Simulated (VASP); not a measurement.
# Ta4O (P4/mmm) in VASP: further runs

Runs on Ta4O. Level: PBE. Tasks: single point.

Everything below comes from runs of VASP 6.6.1. Logs are shortened: lines on timing, memory, paths and dates and some standing lists are left out, and cuts for length are marked.

**1. The cell of the first run**

It takes space group P4/mmm (No. 123, tetragonal). The conventional cell has a = 3.436 Å, b = 3.436 Å, c = 6.636 Å, α = 90.00°, β = 90.00°, γ = 90.00°. Ta (site symmetry 4/mmm) has 4 O at 2.43 Å and 14 Ta at 3.07 to 3.44 Å within 3.5 Å. Within 2.5 Å of Ta (site symmetry 4mm) lie 1 O at 1.88 Å. Ta (site symmetry 4/mmm) has 14 Ta at 2.82 to 3.44 Å within 3.7 Å. O (site symmetry 4/mmm) has 6 Ta at 1.88 to 2.43 Å within 2.5 Å.

**2. Single point, PBE**

INCAR reads:

```
SYSTEM = Ta4O
PREC = Accurate ; ENCUT = 520
EDIFF = 1E-6 ; ISMEAR = 0
SIGMA = 0.15 ; LREAL = .FALSE.
LASPH = .TRUE. ; NELM = 100
ALGO = Normal ; ISIF = 2
LWAVE = .FALSE. ; LCHARG = .FALSE.
GGA = PE ; NBANDS = 33
```

KPOINTS reads:

```
Automatic mesh
0
G
  16 16 8
  0 0 0
```

POSCAR reads:

```
Ta4O
1.0
    3.4358874470      0.0000000000      0.0000000000
    0.0000000000      3.4358874470      0.0000000000
    0.0000000000      0.0000000000      6.6360070091
Ta O
4 1
Direct
    0.0000000000      0.0000000000      0.5000000000
    0.5000000000      0.5000000000      0.7829127297
    0.5000000000      0.5000000000      0.2170872703
    0.0000000000      0.0000000000      0.0000000000
    0.5000000000      0.5000000000      0.5000000000
```

Potentials or basis: VASP PAW PBE potentials, release 64 (Ta_pv, O).

The run is started by

```sh
$ cat potpaw_PBE.64/Ta_pv/POTCAR potpaw_PBE.64/O/POTCAR > POTCAR
$ mpirun -np 1 vasp_std > vasp.out
```

OUTCAR:

```text
SYSTEM = Ta4O
   PREC = Accurate
   ENCUT = 520
   EDIFF = 1E-6
   ISMEAR = 0
   LREAL = .FALSE.
   LASPH = .TRUE.
   NELM = 100
   ISIF = 2
   GGA = PE

 ion  position               nearest neighbor table
   1  0.000  0.000  0.500-   5 2.43   5 2.43   5 2.43   5 2.43   3 3.07   3 3.07   2 3.07   3 3.07
                             2 3.07   2 3.07   3 3.07   2 3.07   4 3.32   4 3.32
   2  0.500  0.500  0.783-   5 1.88   4 2.82   4 2.82   4 2.82   4 2.82   3 2.88   1 3.07   1 3.07
                             1 3.07   1 3.07
   3  0.500  0.500  0.217-   5 1.88   4 2.82   4 2.82   4 2.82   4 2.82   2 2.88   1 3.07   1 3.07
                             1 3.07   1 3.07
   4  0.000  0.000  0.000-   2 2.82   3 2.82   2 2.82   3 2.82   2 2.82   3 2.82   2 2.82   3 2.82
                             1 3.32   1 3.32
   5  0.500  0.500  0.500-   2 1.88   3 1.88   1 2.43   1 2.43   1 2.43   1 2.43

  LATTYP: Found a simple tetragonal cell.
 ALAT       =     3.4358874470
 C/A-ratio  =     1.9313807892

  Lattice vectors:

 A1 = (   3.4358874470,   0.0000000000,   0.0000000000)
 A2 = (   0.0000000000,   3.4358874470,   0.0000000000)
 A3 = (   0.0000000000,   0.0000000000,   6.6360070091)

Analysis of symmetry for initial positions (statically):
=====================================================================
 Subroutine PRICEL returns:
 Original cell was already a primitive cell.

 Routine SETGRP: Setting up the symmetry group for a
 simple tetragonal supercell.

 Subroutine GETGRP returns: Found 16 space group operations
 (whereof 16 operations were pure point group operations)
 out of a pool of 16 trial point group operations.

The static configuration has the point symmetry D_4h.

Analysis of symmetry for dynamics (positions and initial velocities):
=====================================================================
 Subroutine PRICEL returns:
 Original cell was already a primitive cell.

 Routine SETGRP: Setting up the symmetry group for a
 simple tetragonal supercell.

 Subroutine GETGRP returns: Found 16 space group operations
 (whereof 16 operations were pure point group operations)
 out of a pool of 16 trial point group operations.

The dynamic configuration has the point symmetry D_4h.

 Subroutine INISYM returns: Found 16 space group operations
 (whereof 16 operations are pure point group operations),
 and found     1 'primitive' translations

----------------------------------------------------------------------------------------

                                     Primitive cell

  volume of cell :      78.3402

  direct lattice vectors                    reciprocal lattice vectors
     3.435887447  0.000000000  0.000000000     0.291045622  0.000000000  0.000000000
     0.000000000  3.435887447  0.000000000     0.000000000  0.291045622  0.000000000
     0.000000000  0.000000000  6.636007009     0.000000000  0.000000000  0.150693030

  length of vectors
     3.435887447  3.435887447  6.636007009     0.291045622  0.291045622  0.150693030

  position of ions in fractional coordinates (direct lattice)
     0.000000000  0.000000000  0.500000000
     0.500000000  0.500000000  0.782912730
     0.500000000  0.500000000  0.217087270
     0.000000000  0.000000000  0.000000000
     0.500000000  0.500000000  0.500000000

  ion indices of the primitive-cell ions
   primitive index   ion index
                 1           1
                 2           2
                 3           3
                 4           4
                 5           5

----------------------------------------------------------------------------------------

 KPOINTS: Automatic mesh

Automatic generation of k-mesh.
 Grid dimensions read from file:
 generate k-points for:   16   16    8

 Generating k-lattice:

  Cartesian coordinates                     Fractional coordinates (reciprocal lattice)
     0.018190351  0.000000000  0.000000000     0.062500000  0.000000000  0.000000000
     0.000000000  0.018190351  0.000000000     0.000000000  0.062500000  0.000000000
     0.000000000  0.000000000  0.018836629     0.000000000  0.000000000  0.125000000

  Length of vectors
     0.018190351  0.018190351  0.018836629

  Shift w.r.t. Gamma in fractional coordinates (k-lattice)
     0.000000000  0.000000000  0.000000000

 Subroutine IBZKPT returns following result:
 ===========================================

 Found    225 irreducible k-points:

 Following reciprocal coordinates:
            Coordinates               Weight
  0.000000  0.000000  0.000000      1.000000
  0.062500  0.000000  0.000000      4.000000
  0.125000  0.000000  0.000000      4.000000
  0.187500  0.000000  0.000000      4.000000
  0.250000  0.000000  0.000000      4.000000
  0.312500  0.000000  0.000000      4.000000
[... 16 lines left out ...]
  0.437500  0.125000  0.000000      8.000000
  0.500000  0.125000  0.000000      4.000000
 [... further k-points ...]
   k-points           NKPTS =    225   k-points in BZ     NKDIM =    225   number of bands    NBANDS=     33
   number of dos      NEDOS =    301   number of ions     NIONS =      5
   total plane-waves  NPLWV =  39200
   dimension x,y,z NGX =    28 NGY =   28 NGZ =   50
   dimension x,y,z NGXF=    56 NGYF=   56 NGZF=  100
   ions per type =               4   1
   NGX,Y,Z   is equivalent  to a cutoff of  13.55, 13.55, 12.53 a.u.
   NGXF,Y,Z  is equivalent  to a cutoff of  27.10, 27.10, 25.05 a.u.
 SYSTEM =  Ta4O
   PREC   = accura    normal or accurate (medium, high low for compatibility)
   ISTART =      0    job   : 0-new  1-cont  2-samecut
   ICHARG =      2    charge: 1-file 2-atom 10-const
   ISPIN  =      1    spin polarized calculation?
   LNONCOLLINEAR =      F non collinear calculations
   LSORBIT =      F    spin-orbit coupling
   LASPH  =      T    aspherical Exc in radial PAW
   ENCUT  =  520.0 eV  38.22 Ry    6.18 a.u.   6.39  6.39 12.34*2*pi/ulx,y,z
   NELM   =    100;   NELMIN=  2; NELMDL= -5     # of ELM steps
   EDIFF  = 0.1E-05   stopping-criterion for ELM
   LREAL  =      F    real-space projection
   EDIFFG = 0.1E-04   stopping-criterion for IOM
   NSW    =      0    number of steps for IOM
   IBRION =     -1    ionic relax: 0-MD 1-quasi-New 2-CG
   NFREE  =      0    steps in history (QN), initial steepest desc. (CG)
   ISIF   =      2    stress and relaxation
   ISYM   =      2    0-nonsym 1-usesym 2-fastsym
   POTIM  = 0.5000    time-step for ionic-motion
   TEBEG  =    0.0;   TEEND  =   0.0 temperature during run
   PSTRESS=    0.0 pullay stress
   NELECT =      50.0000    total number of electrons
   NUPDOWN=      -1.0000    fix difference up-down
   EMIN   =  10.00;   EMAX   =-10.00  energy-range for DOS
   EFERMI =   0.00;   METHOD = LEGACY
   ISMEAR =     0;   SIGMA  =   0.15  broadening in eV -4-tet -1-fermi 0-gaus
   EFERMI_NEDOS =   21; number of points for ismear=-14 and -15
   IALGO  =     38    algorithm
   IMIX   =      4    mixing-type and parameters
     AMIX     =   0.40;   BMIX     =  1.00
     AMIX_MAG =   1.60;   BMIX_MAG =  1.00
  volume/ion in A,a.u.               =      15.67       105.73
  Fermi-wavevector in a.u.,A,eV,Ry     =   1.409516  2.663599 27.031166  1.986735
  Thomas-Fermi vector in A             =   2.531564
   LORBIT       =      0    0 simple, 1 ext, 2 COOP (PROOUT), +10 PAW based schemes
   GGA     = PE    functional components
   LHFCALC =     F    Hartree Fock is set to
   AEXX    =    0.0000 exact exchange contribution
   IVDW    =     0    specifies the selected vdW correction
   LEPSILON=     F    determine dielectric tensor
   LRPA    =     F    only Hartree local field effects (RPA)
 non-spin polarized calculation
 Gauss-broadening in eV      SIGMA  =   0.15
  energy-cutoff  :      520.00
  volume of cell :       78.34
 maximum number of plane-waves:      2136
 NGX is ok and might be reduce to    28

 number of electron      50.0000000 magnetization

 Free energy of the ion-electron system (eV)
  ---------------------------------------------------
  ext. energy  EPLUGINS =         0.00000000
  ---------------------------------------------------
  free energy    TOTEN  =       -53.94182056 eV

  energy without entropy =      -53.90372880  energy(sigma->0) =      -53.92277468

 E-fermi :   6.3852     XC(G=0): -12.6047

 val. band max:        6.3841363392   @ k =   0.3125   0.2500   0.1250
 cond. band min:       6.3855524632   @ k =   0.2500   0.1875   0.5000
 fundamental gap:      0.0014161240
 Fermi energy:         6.3852336729

 k-point     1 :       0.0000    0.0000    0.0000
  band No.  band energies     occupation
      1     -29.1108      2.00000
      2     -29.1108      2.00000
      3     -28.6132      2.00000
      4     -28.6109      2.00000
      5     -28.0684      2.00000
      6     -27.9257      2.00000
[... 25 lines left out ...]
     32       8.7293      0.00000
     33       9.1241      0.00000

 k-point     2 :       0.0625    0.0000    0.0000
  band No.  band energies     occupation
      1     -29.1239      2.00000
      2     -29.1094      2.00000
      3     -28.6125      2.00000
      4     -28.6076      2.00000
      5     -28.0719      2.00000
      6     -27.9235      2.00000
[... 25 lines left out ...]
     32       9.0306      0.00000
     33       9.2426      0.00000

 k-point     3 :       0.1250    0.0000    0.0000
  band No.  band energies     occupation
      1     -29.1599      2.00000
      2     -29.1056      2.00000
      3     -28.6110      2.00000
      4     -28.5996      2.00000
      5     -28.0810      2.00000
      6     -27.9178      2.00000
[... 25 lines left out ...]
     32       9.4927      0.00000
     33       9.6486      0.00000

 k-point     4 :       0.1875    0.0000    0.0000
  band No.  band energies     occupation
      1     -29.2103      2.00000
      2     -29.0999      2.00000
      3     -28.6102      2.00000
      4     -28.5900      2.00000
      5     -28.0916      2.00000
      6     -27.9109      2.00000
[... 673 lines left out ...]
     32       9.7211      0.00000
     33      10.0657      0.00000

 k-point    23 :       0.4375    0.1250    0.0000
  band No.  band energies     occupation
      1     -29.3670      2.00000
      2     -29.1047      2.00000
      3     -28.6138      2.00000
      4     -28.5726      2.00000
      5     -28.0592      2.00000
      6     -27.9566      2.00000
[... 25 lines left out ...]
     32       9.7651      0.00000
     33      10.1166      0.00000

 k-point    24 :       0.5000    0.1250    0.0000
  band No.  band energies     occupation
      1     -29.3755      2.00000
      2     -29.1027      2.00000
      3     -28.6151      2.00000
      4     -28.5734      2.00000
      5     -28.0496      2.00000
      6     -27.9719      2.00000
[... 25 lines left out ...]
     32       9.7959      0.00000
     33       9.8752      0.00000

 [... further k-points ...]

------------------------ aborting loop because EDIFF is reached ----------------------------------------

  FORCE on cell =-STRESS in cart. coord.  units (eV):
  Direction    XX          YY          ZZ          XY          YZ          ZX
  --------------------------------------------------------------------------------------
  -------------------------------------------------------------------------------------
  Total       -1.1210563     -1.1210563     21.2180516      0.0000000     -0.0000000      0.0000000
  in kB      -22.9273202    -22.9273202    433.9417043      0.0000000     -0.0000000      0.0000000
  external PRESSURE =     129.3623547 kB  Pullay stress =       0.0000000 kB

 VOLUME and BASIS-vectors are now :
 -----------------------------------------------------------------------------
  energy-cutoff  :      520.00
  volume of cell :       78.34
      direct lattice vectors                 reciprocal lattice vectors
     3.435887447  0.000000000  0.000000000     0.291045622  0.000000000  0.000000000
     0.000000000  3.435887447  0.000000000     0.000000000  0.291045622  0.000000000
     0.000000000  0.000000000  6.636007009     0.000000000  0.000000000  0.150693030

 POSITION                                       TOTAL-FORCE (eV/Angst)
 -----------------------------------------------------------------------------------
      0.00000      0.00000      3.31800         0.000000      0.000000      0.000000
      1.71794      1.71794      5.19541         0.000000     -0.000000      2.825736
      1.71794      1.71794      1.44059         0.000000      0.000000     -2.825736
      0.00000      0.00000      0.00000         0.000000      0.000000      0.000000
      1.71794      1.71794      3.31800         0.000000      0.000000      0.000000
 -----------------------------------------------------------------------------------
    total drift:                                0.000000      0.000000      0.000000

  FREE ENERGIE OF THE ION-ELECTRON SYSTEM (eV)
  ---------------------------------------------------
  free  energy   TOTEN  =       -53.9418205603 eV

  energy  without entropy=      -53.9037288023  energy(sigma->0) =      -53.92277468
```

Run time: 4.4 min. Hardware: 1 thread of Intel Xeon 6975P-C (Granite Rapids), shared host; peak memory 0.53 GiB.

What came out:

| Quantity | Value |
| --- | --- |
| Free energy | -53.9418 eV |
| Pressure | 12.9 GPa |
| Largest force | 2.826 eV/Å |
| Band gap on the k mesh | zero (bands 25 and 26 overlap by 0.90 eV) |

Forces on the atoms (eV/Å):
```
Ta   0.000  0.000  0.000
Ta   0.000  0.000  2.826
Ta   0.000  0.000 -2.826
Ta   0.000  0.000  0.000
O    0.000  0.000  0.000
```

Caveat: the stress differs along the axes, from -2 to 43 GPa; spin-orbit coupling is left out, which moves the levels of the heavy elements; forces of over 1 eV/Å act on the atoms, so gaps and moduli don't describe the material at rest.

**3. Single point, PBE**

This run uses another cell than the first one, of the same volume but with other edges.

INCAR reads:

```
SYSTEM = Ta4O
PREC = Accurate
ENCUT = 520
EDIFF = 1E-6
ISMEAR = 0
SIGMA = 0.15
LREAL = .FALSE.
LASPH = .TRUE.
NELM = 60
ALGO = Normal
ISIF = 2
LWAVE = .FALSE.
LCHARG = .FALSE.
GGA = PE
NBANDS = 33
```

KPOINTS reads:

```
regular mesh
0
G
  16 16 8
  0 0 0
```

POSCAR: that of step 2 with these lines changed.

```diff
@@ -2,5 +2,5 @@
 1.0
-    3.4358874470      0.0000000000      0.0000000000
-    0.0000000000      3.4358874470      0.0000000000
-    0.0000000000      0.0000000000      6.6360070091
+    3.0627965929      0.0000000000      0.0000000000
+    0.0000000000      3.0627965929      0.0000000000
+    0.0000000000      0.0000000000      8.3511903540
 Ta O
```

Potentials or basis: VASP PAW PBE potentials, release 64 (Ta_pv, O).

The run is started by

```sh
$ cat potpaw_PBE.64/Ta_pv/POTCAR potpaw_PBE.64/O/POTCAR > POTCAR
$ mpirun -np 1 vasp_std > vasp.out
```

Wall time 3.5 min (1 thread of Intel Xeon 6975P-C (Granite Rapids), shared host); peak memory 0.52 GiB.

Results (log left out):

```yaml
Free_energy: -54.4462 eV
Pressure: 3.1 GPa
Largest_force: 1.094 eV/Å
Band_gap_on_the_k_mesh: zero (bands 25 and 26 overlap by 0.68 eV)
```

Forces in eV/Å, atoms in the order of the input:
```
Ta   0.000  0.000  0.000
Ta   0.000  0.000 -1.094
Ta   0.000  0.000  1.094
Ta   0.000  0.000  0.000
O    0.000  0.000  0.000
```

Stress tensor (GPa, compression positive):
```
 8.25  0.00  0.00
 0.00  8.25  0.00
 0.00  0.00 -7.23
```

Levels at points of the mesh, in eV from the Fermi level:
| k point | band 21 | band 22 | band 23 | band 24 | band 25 | band 26 | band 27 | band 28 | band 29 | band 30 |
| --- | --- | --- | --- | --- | --- | --- | --- | --- | --- | --- |
| (0.00, 0.00, 0.00) | -3.17 | -1.94 | -1.17 | -0.24 | -0.24 | 0.87 | 1.36 | 1.36 | 1.40 | 1.53 |
| (0.50, 0.00, 0.00) | -1.68 | -0.83 | -0.61 | -0.37 | 0.05 | 0.26 | 0.73 | 1.32 | 1.75 | 1.87 |
| (0.50, 0.50, 0.00) | -2.66 | -1.83 | -1.83 | -0.93 | -0.93 | 1.32 | 3.05 | 3.21 | 3.21 | 4.17 |
| (0.00, 0.00, 0.50) | -3.63 | -1.51 | -0.20 | 0.10 | 0.10 | 0.43 | 0.43 | 0.61 | 1.41 | 1.56 |
| (0.50, 0.00, 0.50) | -1.53 | -0.80 | -0.45 | -0.36 | 0.33 | 0.39 | 0.44 | 1.16 | 1.32 | 1.72 |
| (0.50, 0.50, 0.50) | -3.37 | -2.72 | -2.72 | 0.28 | 0.28 | 1.90 | 1.90 | 2.33 | 2.60 | 3.38 |

Caveat: the stress differs along the axes, from -7 to 8 GPa; spin-orbit coupling is left out, which moves the levels of the heavy elements; forces of over 1 eV/Å act on the atoms, so gaps and moduli don't describe the material at rest.
